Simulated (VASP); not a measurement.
# MgB2 (e600) (P6/mmm) in VASP: further runs, part 3 of 3

VASP 6.6.1. Earlier steps stand in the parts before.

### 5 Relaxation of cell and atoms, PBE

This run uses another cell than the first one, of 9.63 Å³/atom, 0.995 times its volume.

The input, INCAR:

```
  ALGO = Normal
  EDIFF = 1E-7
  EDIFFG = -0.001
  ENCUT = 600
  GGA = PE
  IBRION = 2
  ISIF = 3
  ISMEAR = -1
  LASPH = T
  LCHARG = F
  LREAL = F
  LWAVE = F
  NELM = 100
  NSW = 80
  PREC = Accurate
  SIGMA = 0.15
```

The input, KPOINTS:

```
k-points
0
Gamma
  15 15 12
```

The input, POSCAR:

```
MgB2
1.0
    3.0726571626      0.0000000000      0.0000000000
   -1.5363285813      2.6609991599      0.0000000000
    0.0000000000      0.0000000000      3.5318417472
Mg B
1 2
Direct
    0.0000000000      0.0000000000      0.0000000000
    0.3333333333      0.6666666667      0.5000000000
    0.6666666667      0.3333333333      0.5000000000
```

Potentials or basis: VASP PAW PBE potentials, release 64 (Mg, B).

The run is started by

```console
cat potpaw_PBE.64/Mg/POTCAR potpaw_PBE.64/B/POTCAR > POTCAR
mpirun -np 1 vasp_std > vasp.out
```

OUTCAR:

```text
EDIFF = 1E-7
   EDIFFG = -0.001
   ENCUT = 600
   GGA = PE
   IBRION = 2
   ISIF = 3
   ISMEAR = -1
   LASPH = T
   LREAL = F
   NELM = 100
   NSW = 80
   PREC = Accurate

 ion  position               nearest neighbor table
   1  0.000  0.000  0.000-   2 2.50   3 2.50   2 2.50   3 2.50   2 2.50   2 2.50   3 2.50   3 2.50
                             3 2.50   3 2.50   2 2.50   2 2.50
   2  0.333  0.667  0.500-   3 1.77   3 1.77   3 1.77   1 2.50   1 2.50   1 2.50   1 2.50   1 2.50
                             1 2.50
   3  0.667  0.333  0.500-   2 1.77   2 1.77   2 1.77   1 2.50   1 2.50   1 2.50   1 2.50   1 2.50
                             1 2.50

  LATTYP: Found a hexagonal cell.
 ALAT       =     3.0726571626
 C/A-ratio  =     1.1494421799

  Lattice vectors:

 A1 = (   3.0726571626,   0.0000000000,   0.0000000000)
 A2 = (  -1.5363285813,   2.6609991599,   0.0000000000)
 A3 = (   0.0000000000,   0.0000000000,   3.5318417472)

Analysis of symmetry for initial positions (statically):
=====================================================================
 Subroutine PRICEL returns:
 Original cell was already a primitive cell.

 Routine SETGRP: Setting up the symmetry group for a
 hexagonal supercell.

 Subroutine GETGRP returns: Found 24 space group operations
 (whereof 24 operations were pure point group operations)
 out of a pool of 24 trial point group operations.

The static configuration has the point symmetry D_6h.

Analysis of symmetry for dynamics (positions and initial velocities):
=====================================================================
 Subroutine PRICEL returns:
 Original cell was already a primitive cell.

 Routine SETGRP: Setting up the symmetry group for a
 hexagonal supercell.

 Subroutine GETGRP returns: Found 24 space group operations
 (whereof 24 operations were pure point group operations)
 out of a pool of 24 trial point group operations.

The dynamic configuration has the point symmetry D_6h.

[... 134 lines left out ...]
  volume of cell :       28.88
 maximum number of plane-waves:       975
 NGX is ok and might be reduce to    28
   NGX = 13   NGY = 13   NGZ = 15

--------------------------------------- Ionic step        1  -------------------------------------------

 number of electron       8.0000000 magnetization

 Free energy of the ion-electron system (eV)
  ---------------------------------------------------
  ext. energy  EPLUGINS =         0.00000000
  ---------------------------------------------------
  free energy    TOTEN  =       -15.35091768 eV

  energy without entropy =      -15.30120374  energy(sigma->0) =      -15.32606071

------------------------ aborting loop because EDIFF is reached ----------------------------------------

  FORCE on cell =-STRESS in cart. coord.  units (eV):
  Direction    XX          YY          ZZ          XY          YZ          ZX
  --------------------------------------------------------------------------------------
  -------------------------------------------------------------------------------------
  Total        0.0333282      0.0333282     -0.1417735      0.0000000      0.0000000      0.0000000
  in kB        1.8491060      1.8491060     -7.8658459      0.0000000      0.0000000      0.0000000
  external PRESSURE =      -1.3892113 kB  Pullay stress =       0.0000000 kB
[... 135 lines left out ...]
--------------------------------------- Ionic step        5  -------------------------------------------

 number of electron       8.0000000 magnetization

 Free energy of the ion-electron system (eV)
  ---------------------------------------------------
  ext. energy  EPLUGINS =         0.00000000
  ---------------------------------------------------
  free energy    TOTEN  =       -15.35115478 eV

  energy without entropy =      -15.30131801  energy(sigma->0) =      -15.32623639

 E-fermi :   5.3046     XC(G=0): -10.9397

 val. band max:        5.2956923638   @ k =   0.1333  -0.0000   0.3333
 cond. band min:       5.3095756953   @ k =   0.0667  -0.0000   0.0833
 fundamental gap:      0.0138833314
 Fermi energy:         5.3045858750

 k-point     1 :       0.0000    0.0000    0.0000
  band No.  band energies     occupation
      1      -7.1485      2.00000
      2       2.3354      2.00000
      3       5.6876      0.14438
      4       5.6876      0.14438
      5       6.9436      0.00004
      6      11.6703      0.00000
      7      11.6703      0.00000
      8      13.5138      0.00000
[... 243 lines left out ...]
 k-point    24 :       0.4000    0.2000    0.0000
  band No.  band energies     occupation
      1      -2.7804      2.00000
      2      -2.0982      2.00000
      3       0.8864      2.00000
      4       6.0858      0.01088
      5       8.0442      0.00000
      6      10.9568      0.00000
      7      11.2761      0.00000
      8      13.4321      0.00000

 [... further k-points ...]

------------------------ aborting loop because EDIFF is reached ----------------------------------------

  FORCE on cell =-STRESS in cart. coord.  units (eV):
  Direction    XX          YY          ZZ          XY          YZ          ZX
  --------------------------------------------------------------------------------------
  -------------------------------------------------------------------------------------
  Total        0.0001123      0.0001123      0.0011536     -0.0000000     -0.0000000      0.0000000
  in kB        0.0062428      0.0062428      0.0641248     -0.0000000     -0.0000000      0.0000000
  external PRESSURE =       0.0255368 kB  Pullay stress =       0.0000000 kB
[... 18 lines left out ...]
  FREE ENERGIE OF THE ION-ELECTRON SYSTEM (eV)
  ---------------------------------------------------
  free  energy   TOTEN  =       -15.3511547789 eV

  energy  without entropy=      -15.3013180099  energy(sigma->0) =      -15.32623639

 reached required accuracy - stopping structural energy minimisation
```

CONTCAR:

```text
MgB2
   1.00000000000000
     3.0744827625868889    0.0000000000000000    0.0000000000000000
    -1.5372413812934445    2.6625801758657373   -0.0000000000000000
     0.0000000000000000   -0.0000000000000000    3.5209374415112982
  Mg              B
     1     2
Direct
     0.0000000000000000    0.0000000000000000    0.0000000000000000
     0.3333333332999970    0.6666666667000030    0.5000000000000000
     0.6666666667000030    0.3333333332999970    0.5000000000000000

  0.00000000E+00  0.00000000E+00  0.00000000E+00
  0.00000000E+00  0.00000000E+00  0.00000000E+00
  0.00000000E+00  0.00000000E+00  0.00000000E+00
```

Wall time 50 s (1 thread of Intel Xeon 6975P-C (Granite Rapids), shared host); peak memory 0.21 GiB.

What came out:

| Quantity | Value |
| --- | --- |
| Free energy | -15.3512 eV |
| Relaxed volume | 9.61 Å³/atom |
| Relaxed cell | a = 3.074 Å, b = 3.074 Å, c = 3.521 Å, α = 90.00°, β = 90.00°, γ = 120.00° |
| Space group after relaxing (to 0.05 Å) | P6/mmm (No. 191) |
| Energy gained by relaxing | 0.1 meV/atom |
| Ionic steps | 5 |
| Pressure after relaxing | 0.0 GPa |
| Band gap on the k mesh | zero (band 4 reaches 7.10 eV, above the bottom of band 5 at 3.30 eV) |

Step by step:
| step | energy change (eV) | largest force (eV/Å) | pressure (GPa) | volume (Å³) |
| --- | --- | --- | --- | --- |
| 1 | 0.0000 | 0.0000 | -0.14 | 28.88 |
| 2 | -0.0002 | 0.0000 | -0.07 | 28.84 |
| 3 | -0.0002 | 0.0000 | -0.05 | 28.83 |
| 4 | -0.0002 | 0.0000 | 0.03 | 28.82 |
| 5 | -0.0002 | 0.0000 | 0.00 | 28.82 |

Final structure:
```
Mg B
1.0
     3.07448    0.00000    0.00000
    -1.53724    2.66258    0.00000
     0.00000    0.00000    3.52094
Mg B
1 2
Direct
  0.00000 0.00000 0.00000
  0.33333 0.66667 0.50000
  0.66667 0.33333 0.50000
```

### 6 Overview

```tsv
task	cell	k mesh	cutoff (eV)	smearing	gap on the mesh (eV)	pressure (GPa)
single point	a = 3.085, b = 3.085, c = 3.523 Å, angles 90.0, 90.0, 120.0°, 3 atoms	6 × 6 × 6	520	gaussian 0.1 eV	none	-1.2
single point	a = 3.073, b = 3.073, c = 3.532 Å, angles 90.0, 90.0, 120.0°, 3 atoms	15 × 15 × 12	520	gaussian 0.1 eV	none	-0.2
single point	a = 3.075, b = 3.075, c = 3.526 Å, angles 90.0, 90.0, 120.0°, 3 atoms	15 × 15 × 12	520	fermi-dirac 0.15 eV	none	-0.2
relaxation of cell and atoms	relaxed from a = 3.073, b = 3.073, c = 3.532 Å, angles 90.0, 90.0, 120.0°, 3 atoms	15 × 15 × 12	600	fermi-dirac 0.15 eV	none	0.0
```

Alike in all rows: level PBE; potentials or basis VASP PAW PBE potentials, release 64 (Mg, B); no spin polarisation.

Caveats: some runs use coarse meshes.

Total energies depend on the potentials used, so only differences within one code and one set of settings carry meaning.
